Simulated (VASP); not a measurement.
# SiO2 (I-42d) in VASP: further runs

The runs below take SiO2 through single point, with PBEsol.

All numbers are computed with VASP 6.6.1; they aren't measurements. Logs are shortened: lines on timing, memory, paths and dates and some standing lists are left out, and cuts for length are marked.

### 1 The cell of the first run

Symmetry: I-42d, No. 122, tetragonal system. The conventional cell has a = 4.748 Å, b = 4.748 Å, c = 7.563 Å, α = 90.00°, β = 90.00°, γ = 90.00°. Within 2.2 Å of Si (site symmetry -4) lie 4 O at 1.63 Å. Within 2.2 Å of O (site symmetry 2) lie 2 Si at 1.63 Å.

### 2 Single point, PBEsol (zz strain of +1 %)

File INCAR:

```
SYSTEM = SiO2
PREC = Accurate
ENCUT = 520
EDIFF = 1E-6
ISMEAR = -1
SIGMA = 0.03
LREAL = .FALSE.
LASPH = .TRUE.
NELM = 60
ALGO = Normal
ISIF = 2
LWAVE = .FALSE.
LCHARG = .TRUE.
GGA = PS
LELF = .TRUE.
LVHAR = .TRUE.
NBANDS = 25
```

File KPOINTS:

```
regular mesh
0
G
  7 7 7
  0 0 0
```

File POSCAR:

```
SiO2
1.0
   -2.3740500000      2.3740500000      3.7814400000
    2.3740500000     -2.3740500000      3.7814400000
    2.3740500000      2.3740500000     -3.7814400000
Si O
2 4
Direct
    0.0000000000      0.0000000000      0.0000000000
    0.7500000000      0.2500000000      0.5000000000
    0.9983800000      0.6250000000      0.8733800000
    0.3750000000      0.2483800000      0.3733800000
    0.7516200000      0.1250000000      0.1266200000
    0.8750000000      0.0016200000      0.6266200000
```

Potentials or basis: VASP PAW PBE potentials, release 64 (Si, O).

The run is started by

```
cat potpaw_PBE.64/Si/POTCAR potpaw_PBE.64/O/POTCAR > POTCAR
mpirun -np 1 vasp_std > vasp.out
```

OUTCAR:

```text
SYSTEM = SiO2
   PREC = Accurate
   ENCUT = 520
   EDIFF = 1E-6
   ISMEAR = -1
   LREAL = .FALSE.
   LASPH = .TRUE.
   NELM = 60
   ISIF = 2
   GGA = PS

 ion  position               nearest neighbor table
   1  0.000  0.000  0.000-   4 1.63   3 1.63   5 1.63   6 1.63   2 3.03   2 3.03   2 3.03   2 3.03

   2  0.750  0.250  0.500-   3 1.63   4 1.63   5 1.63   6 1.63   1 3.03   1 3.03   1 3.03   1 3.03

   3  0.998  0.625  0.873-   2 1.63   1 1.63
   4  0.375  0.248  0.373-   1 1.63   2 1.63
   5  0.752  0.125  0.127-   1 1.63   2 1.63
   6  0.875  0.002  0.627-   1 1.63   2 1.63

  LATTYP: Found a body centered tetragonal cell.
 ALAT       =     4.7481000000
 C/A-ratio  =     1.5928223921

  Lattice vectors:

 A1 = (  -2.3740500000,   2.3740500000,   3.7814400000)
 A2 = (   2.3740500000,  -2.3740500000,   3.7814400000)
 A3 = (   2.3740500000,   2.3740500000,  -3.7814400000)

Analysis of symmetry for initial positions (statically):
=====================================================================
 Subroutine PRICEL returns:
 Original cell was already a primitive cell.

 Routine SETGRP: Setting up the symmetry group for a
 body centered tetragonal supercell.

 Subroutine GETGRP returns: Found  8 space group operations
 (whereof  4 operations were pure point group operations)
 out of a pool of 16 trial point group operations.

The static configuration has the point symmetry S_4 .
 The point group associated with its full space group is D_2d.

Analysis of symmetry for dynamics (positions and initial velocities):
=====================================================================
 Subroutine PRICEL returns:
 Original cell was already a primitive cell.

 Routine SETGRP: Setting up the symmetry group for a
 body centered tetragonal supercell.

 Subroutine GETGRP returns: Found  8 space group operations
 (whereof  4 operations were pure point group operations)
 out of a pool of 16 trial point group operations.

The dynamic configuration has the point symmetry S_4 .
 The point group associated with its full space group is D_2d.

 Subroutine INISYM returns: Found  8 space group operations
 (whereof  4 operations are pure point group operations),
 and found     1 'primitive' translations

----------------------------------------------------------------------------------------

                                     Primitive cell

  volume of cell :      85.2505

  direct lattice vectors                    reciprocal lattice vectors
    -2.374050000  2.374050000  3.781440000     0.000000000  0.210610560  0.132224761
     2.374050000 -2.374050000  3.781440000     0.210610560  0.000000000  0.132224761
     2.374050000  2.374050000 -3.781440000     0.210610560  0.210610560  0.000000000

  length of vectors
     5.056828579  5.056828579  5.056828579     0.248676890  0.248676890  0.297848310

  position of ions in fractional coordinates (direct lattice)
     0.000000000  0.000000000  0.000000000
     0.750000000  0.250000000  0.500000000
     0.998380000  0.625000000  0.873380000
     0.375000000  0.248380000  0.373380000
     0.751620000  0.125000000  0.126620000
     0.875000000  0.001620000  0.626620000

  ion indices of the primitive-cell ions
   primitive index   ion index
                 1           1
                 2           2
                 3           3
                 4           4
                 5           5
                 6           6

----------------------------------------------------------------------------------------

 KPOINTS: regular mesh

Automatic generation of k-mesh.
 Grid dimensions read from file:
 generate k-points for:    7    7    7

 Generating k-lattice:

  Cartesian coordinates                     Fractional coordinates (reciprocal lattice)
     0.000000000  0.030087223  0.018889252     0.142857143  0.000000000 -0.000000000
     0.030087223  0.000000000  0.018889252     0.000000000  0.142857143 -0.000000000
     0.030087223  0.030087223  0.000000000     0.000000000  0.000000000  0.142857143

  Length of vectors
     0.035525270  0.035525270  0.042549759

  Shift w.r.t. Gamma in fractional coordinates (k-lattice)
     0.000000000  0.000000000  0.000000000

 Subroutine IBZKPT returns following result:
 ===========================================

 Found     40 irreducible k-points:

 Following reciprocal coordinates:
            Coordinates               Weight
  0.000000  0.000000  0.000000      1.000000
  0.142857  0.000000 -0.000000      8.000000
  0.285714  0.000000 -0.000000      8.000000
  0.428571  0.000000 -0.000000      8.000000
  0.142857  0.142857 -0.000000      8.000000
  0.285714  0.142857 -0.000000     16.000000
[... 16 lines left out ...]
 -0.142857  0.285714  0.142857      8.000000
 -0.428571  0.428571  0.142857      8.000000
 [... further k-points ...]
   k-points           NKPTS =     40   k-points in BZ     NKDIM =     40   number of bands    NBANDS=     25
   number of dos      NEDOS =    301   number of ions     NIONS =      6
   total plane-waves  NPLWV =  64000
   dimension x,y,z NGX =    40 NGY =   40 NGZ =   40
   dimension x,y,z NGXF=    80 NGYF=   80 NGZF=   80
   ions per type =               2   4
   NGX,Y,Z   is equivalent  to a cutoff of  13.15, 13.15, 13.15 a.u.
   NGXF,Y,Z  is equivalent  to a cutoff of  26.30, 26.30, 26.30 a.u.
 SYSTEM =  SiO2
   PREC   = accura    normal or accurate (medium, high low for compatibility)
   ISTART =      0    job   : 0-new  1-cont  2-samecut
   ICHARG =      2    charge: 1-file 2-atom 10-const
   ISPIN  =      1    spin polarized calculation?
   LNONCOLLINEAR =      F non collinear calculations
   LSORBIT =      F    spin-orbit coupling
   LASPH  =      T    aspherical Exc in radial PAW
   ENCUT  =  520.0 eV  38.22 Ry    6.18 a.u.   9.40  9.40  9.40*2*pi/ulx,y,z
   NELM   =     60;   NELMIN=  2; NELMDL= -5     # of ELM steps
   EDIFF  = 0.1E-05   stopping-criterion for ELM
   LREAL  =      F    real-space projection
   EDIFFG = 0.1E-04   stopping-criterion for IOM
   NSW    =      0    number of steps for IOM
   IBRION =     -1    ionic relax: 0-MD 1-quasi-New 2-CG
   NFREE  =      0    steps in history (QN), initial steepest desc. (CG)
   ISIF   =      2    stress and relaxation
   ISYM   =      2    0-nonsym 1-usesym 2-fastsym
   POTIM  = 0.5000    time-step for ionic-motion
   TEBEG  =    0.0;   TEEND  =   0.0 temperature during run
   PSTRESS=    0.0 pullay stress
   NELECT =      32.0000    total number of electrons
   NUPDOWN=      -1.0000    fix difference up-down
   EMIN   =  10.00;   EMAX   =-10.00  energy-range for DOS
   EFERMI =   0.00;   METHOD = LEGACY
   ISMEAR =    -1;   SIGMA  =   0.03  broadening in eV -4-tet -1-fermi 0-gaus
   EFERMI_NEDOS =   21; number of points for ismear=-14 and -15
   IALGO  =     38    algorithm
   IMIX   =      4    mixing-type and parameters
     AMIX     =   0.40;   BMIX     =  1.00
     AMIX_MAG =   1.60;   BMIX_MAG =  1.00
  volume/ion in A,a.u.               =      14.21        95.88
  Fermi-wavevector in a.u.,A,eV,Ry     =   1.180935  2.231643 18.974774  1.394607
  Thomas-Fermi vector in A             =   2.317218
   LORBIT       =      0    0 simple, 1 ext, 2 COOP (PROOUT), +10 PAW based schemes
   GGA     = PS    functional components
   LHFCALC =     F    Hartree Fock is set to
   AEXX    =    0.0000 exact exchange contribution
   IVDW    =     0    specifies the selected vdW correction
   LEPSILON=     F    determine dielectric tensor
   LRPA    =     F    only Hartree local field effects (RPA)
 non-spin polarized calculation
  energy-cutoff  :      520.00
  volume of cell :       85.25
 maximum number of plane-waves:      2319
 NGX is ok and might be reduce to    40
   NGX = 19   NGY = 19   NGZ = 19

 number of electron      32.0000014 magnetization

 Free energy of the ion-electron system (eV)
  ---------------------------------------------------
  ext. energy  EPLUGINS =         0.00000000
  ---------------------------------------------------
  free energy    TOTEN  =       -49.29498679 eV

  energy without entropy =      -49.29498679  energy(sigma->0) =      -49.29498679

 E-fermi :   0.4618     XC(G=0):  -8.6701

 val. band max:       -0.2511731419   @ k =   0.0000   0.0000   0.0000
 cond. band min:       5.6369000195   @ k =   0.0000   0.0000   0.0000
 fundamental gap:      5.8880731615
 Fermi energy:         0.4617627240

 k-point     1 :       0.0000    0.0000    0.0000
  band No.  band energies     occupation
      1     -19.2520      2.00000
      2     -17.1542      2.00000
      3     -17.1055      2.00000
      4     -17.1055      2.00000
      5      -9.0647      2.00000
      6      -5.5139      2.00000
[... 17 lines left out ...]
     24      13.4287      0.00000
     25      13.7523      0.00000

 k-point     2 :       0.1429    0.0000   -0.0000
  band No.  band energies     occupation
      1     -19.1877      2.00000
      2     -17.2335      2.00000
      3     -17.1400      2.00000
      4     -17.1069      2.00000
      5      -8.9173      2.00000
      6      -5.5763      2.00000
[... 17 lines left out ...]
     24      13.1170      0.00000
     25      13.5963      0.00000

 k-point     3 :       0.2857    0.0000   -0.0000
  band No.  band energies     occupation
      1     -19.0151      2.00000
      2     -17.4916      2.00000
      3     -17.1588      2.00000
      4     -17.1135      2.00000
      5      -8.5511      2.00000
      6      -5.7783      2.00000
[... 552 lines left out ...]
 k-point    23 :      -0.1429    0.2857    0.1429
  band No.  band energies     occupation
      1     -18.8875      2.00000
      2     -17.6550      2.00000
      3     -17.1859      2.00000
      4     -17.1121      2.00000
      5      -8.3029      2.00000
      6      -5.9967      2.00000
[... 17 lines left out ...]
     24      12.1535      0.00000
     25      13.8603      0.00000

 k-point    24 :      -0.4286    0.4286    0.1429
  band No.  band energies     occupation
      1     -18.5007      2.00000
      2     -18.0899      2.00000
      3     -17.1907      2.00000
      4     -17.1671      2.00000
      5      -7.5576      2.00000
      6      -6.8235      2.00000
[... 17 lines left out ...]
     24      12.5591      0.00000
     25      12.8618      0.00000

 [... further k-points ...]

------------------------ aborting loop because EDIFF is reached ----------------------------------------

  FORCE on cell =-STRESS in cart. coord.  units (eV):
  Direction    XX          YY          ZZ          XY          YZ          ZX
  --------------------------------------------------------------------------------------
  -------------------------------------------------------------------------------------
  Total        0.4060929      0.4060929     -0.9652841      0.0000000      0.0000000      0.0000000
  in kB        7.6320124      7.6320124    -18.1413170      0.0000000      0.0000000      0.0000000
  external PRESSURE =      -0.9590974 kB  Pullay stress =       0.0000000 kB

 VOLUME and BASIS-vectors are now :
 -----------------------------------------------------------------------------
  energy-cutoff  :      520.00
  volume of cell :       85.25
      direct lattice vectors                 reciprocal lattice vectors
    -2.374050000  2.374050000  3.781440000     0.000000000  0.210610560  0.132224761
     2.374050000 -2.374050000  3.781440000     0.210610560  0.000000000  0.132224761
     2.374050000  2.374050000 -3.781440000     0.210610560  0.210610560  0.000000000

 POSITION                                       TOTAL-FORCE (eV/Angst)
 -----------------------------------------------------------------------------------
      0.00000      0.00000      0.00000        -0.000000      0.000000     -0.000000
      0.00000      2.37405      1.89072         0.000000      0.000000      0.000000
      1.18702      2.95987      2.83608         0.000000     -0.088461      0.000000
      0.58582      1.18702      0.94536        -0.088461      0.000000      0.000000
     -1.18702      1.78823      2.83608        -0.000000      0.088461     -0.000000
     -0.58582      3.56107      0.94536         0.088461     -0.000000     -0.000000
 -----------------------------------------------------------------------------------
    total drift:                                0.000002      0.000002      0.000002

  FREE ENERGIE OF THE ION-ELECTRON SYSTEM (eV)
  ---------------------------------------------------
  free  energy   TOTEN  =       -49.2949867924 eV

  energy  without entropy=      -49.2949867924  energy(sigma->0) =      -49.29498679
```

Run time: 2.7 min. Hardware: 1 thread of AMD EPYC 7R13, shared host; peak memory 0.23 GiB.

What came out:

- Free energy: -49.2950 eV
- Pressure: -0.1 GPa
- Largest force: 0.088 eV/Å
- Band gap on the k mesh: 5.89 eV, direct

Forces in eV/Å, atoms in the order of the input:
```
Si   0.000  0.000  0.000
Si   0.000  0.000  0.000
O    0.000 -0.088  0.000
O   -0.088  0.000  0.000
O    0.000  0.088  0.000
O    0.088  0.000  0.000
```

Caveat: the cell differs from its parent crystal (zz strain of +1 %); the PAW data sets were made with another functional, which shifts forces and pressure a little.

### 3 Single point, PBEsol (volume scaled by 0.94)

File INCAR:

```
SYSTEM = SiO2
  PREC = Accurate
  ENCUT = 520
  EDIFF = 1E-6
  ISMEAR = -1
  SIGMA = 0.03
  LREAL = .FALSE.
  LASPH = .TRUE.
  NELM = 60
  ALGO = Normal
  ISIF = 2
  LWAVE = .FALSE.
  LCHARG = .FALSE.
  GGA = PS
  NBANDS = 25
```

KPOINTS is that of step 2.

POSCAR: that of step 2 with these lines changed.

```diff
@@ -2,5 +2,5 @@
 1.0
-   -2.3740500000      2.3740500000      3.7814400000
-    2.3740500000     -2.3740500000      3.7814400000
-    2.3740500000      2.3740500000     -3.7814400000
+   -2.3255864014      2.3255864014      3.6675703910
+    2.3255864014     -2.3255864014      3.6675703910
+    2.3255864014      2.3255864014     -3.6675703910
 Si O
```

Potentials or basis: VASP PAW PBE potentials, release 64 (Si, O).

The run is started by

```
cat potpaw_PBE.64/Si/POTCAR potpaw_PBE.64/O/POTCAR > POTCAR
mpirun -np 1 vasp_std > vasp.out
```

OUTCAR:

```text
SYSTEM = SiO2
   PREC = Accurate
   ENCUT = 520
   EDIFF = 1E-6
   ISMEAR = -1
   LREAL = .FALSE.
   LASPH = .TRUE.
   NELM = 60
   ISIF = 2
   GGA = PS

 ion  position               nearest neighbor table
   1  0.000  0.000  0.000-   3 1.59   4 1.59   5 1.59   6 1.59   2 2.96   2 2.96   2 2.96   2 2.96

   2  0.750  0.250  0.500-   3 1.59   4 1.59   5 1.59   6 1.59   1 2.96   1 2.96   1 2.96   1 2.96

   3  0.998  0.625  0.873-   1 1.59   2 1.59
   4  0.375  0.248  0.373-   1 1.59   2 1.59
   5  0.752  0.125  0.127-   1 1.59   2 1.59
   6  0.875  0.002  0.627-   1 1.59   2 1.59

  LATTYP: Found a body centered tetragonal cell.
 ALAT       =     4.6511728028
 C/A-ratio  =     1.5770518734

  Lattice vectors:

 A1 = (  -2.3255864014,   2.3255864014,   3.6675703910)
 A2 = (   2.3255864014,  -2.3255864014,   3.6675703910)
 A3 = (   2.3255864014,   2.3255864014,  -3.6675703910)

Analysis of symmetry for initial positions (statically):
=====================================================================
[... 178 lines left out ...]
  free energy    TOTEN  =       -49.05684152 eV

  energy without entropy =      -49.05684152  energy(sigma->0) =      -49.05684152

 E-fermi :   0.9431     XC(G=0):  -8.9774

 val. band max:        0.2168803885   @ k =   0.0000   0.0000   0.0000
 cond. band min:       6.5779192017   @ k =   0.0000   0.0000   0.0000
 fundamental gap:      6.3610388131
 Fermi energy:         0.9431171198

 k-point     1 :       0.0000    0.0000    0.0000
  band No.  band energies     occupation
      1     -19.1522      2.00000
      2     -16.8224      2.00000
      3     -16.7989      2.00000
      4     -16.7989      2.00000
      5      -8.7410      2.00000
      6      -5.2416      2.00000
[... 661 lines left out ...]
     24      13.5958      0.00000
     25      13.9255      0.00000

 [... further k-points ...]
[... 5 lines left out ...]
  --------------------------------------------------------------------------------------
  -------------------------------------------------------------------------------------
  Total        7.0829953      7.0829953      6.3020019      0.0000000     -0.0000000      0.0000000
  in kB      143.0290082    143.0290082    127.2581800      0.0000000     -0.0000000      0.0000000
  external PRESSURE =     137.7720655 kB  Pullay stress =       0.0000000 kB

 VOLUME and BASIS-vectors are now :
 -----------------------------------------------------------------------------
  energy-cutoff  :      520.00
  volume of cell :       79.34
      direct lattice vectors                 reciprocal lattice vectors
    -2.325586401  2.325586401  3.667570391     0.000000000  0.214999537  0.136330035
     2.325586401 -2.325586401  3.667570391     0.214999537  0.000000000  0.136330035
     2.325586401  2.325586401 -3.667570391     0.214999537  0.214999537  0.000000000

 POSITION                                       TOTAL-FORCE (eV/Angst)
 -----------------------------------------------------------------------------------
      0.00000      0.00000      0.00000         0.000000     -0.000000      0.000000
      0.00000      2.32559      1.83379         0.000000     -0.000000     -0.000000
      1.16279      2.89945      2.75068         0.000000      0.906893      0.000000
      0.57386      1.16279      0.91689         0.906893     -0.000000      0.000000
     -1.16279      1.75172      2.75068         0.000000     -0.906893     -0.000000
     -0.57386      3.48838      0.91689        -0.906893     -0.000000     -0.000000
 -----------------------------------------------------------------------------------
    total drift:                               -0.000001     -0.000001     -0.000001

  FREE ENERGIE OF THE ION-ELECTRON SYSTEM (eV)
  ---------------------------------------------------
  free  energy   TOTEN  =       -49.0568415230 eV

  energy  without entropy=      -49.0568415229  energy(sigma->0) =      -49.05684152
```

OSZICAR:

```text
N       E                     dE             d eps       ncg     rms          rms(c)
DAV:   1     0.168150446309E+03    0.16815E+03   -0.16479E+04  2000   0.116E+03
DAV:   2    -0.443899669429E+02   -0.21254E+03   -0.20414E+03  2641   0.275E+02
DAV:   3    -0.551003320324E+02   -0.10710E+02   -0.10670E+02  2687   0.634E+01
DAV:   4    -0.552004851013E+02   -0.10015E+00   -0.10011E+00  2391   0.695E+00
DAV:   5    -0.552016681696E+02   -0.11831E-02   -0.11829E-02  2677   0.742E-01    0.217E+01
DAV:   6    -0.491519659545E+02    0.60497E+01   -0.17921E+01  2452   0.271E+01    0.112E+01
DAV:   7    -0.490813471694E+02    0.70619E-01   -0.68901E-01  2573   0.455E+00    0.384E+00
DAV:   8    -0.490522767301E+02    0.29070E-01   -0.44658E-02  2558   0.170E+00    0.137E+00
DAV:   9    -0.490550053297E+02   -0.27286E-02   -0.17784E-02  2368   0.966E-01    0.253E-01
DAV:  10    -0.490567251145E+02   -0.17198E-02   -0.21090E-03  2419   0.276E-01    0.782E-02
DAV:  11    -0.490568261960E+02   -0.10108E-03   -0.39207E-04  2536   0.140E-01    0.178E-02
DAV:  12    -0.490568377541E+02   -0.11558E-04   -0.29646E-05  2400   0.351E-02    0.897E-03
DAV:  13    -0.490568411818E+02   -0.34277E-05   -0.34957E-06  2240   0.119E-02    0.535E-03
DAV:  14    -0.490568415230E+02   -0.34120E-06   -0.35567E-07  1831   0.420E-03
   1 F= -.49056842E+02 E0= -.49056842E+02  d E =-.229919E-11
```

Run time: 1.7 min. Hardware: 1 thread of Intel Xeon Platinum 8488C (Sapphire Rapids), shared host; peak memory 0.25 GiB.

What came out:

```yaml
Free_energy: -49.0568 eV
Pressure: 13.8 GPa
Largest_force: 0.907 eV/Å
Band_gap_on_the_k_mesh: 6.36 eV, direct
```

Forces on the atoms (eV/Å):
```
Si   0.000  0.000  0.000
Si   0.000  0.000  0.000
O    0.000  0.907  0.000
O    0.907  0.000  0.000
O    0.000 -0.907  0.000
O   -0.907  0.000  0.000
```

Caveat: the PAW data sets were made with another functional, which shifts forces and pressure a little.
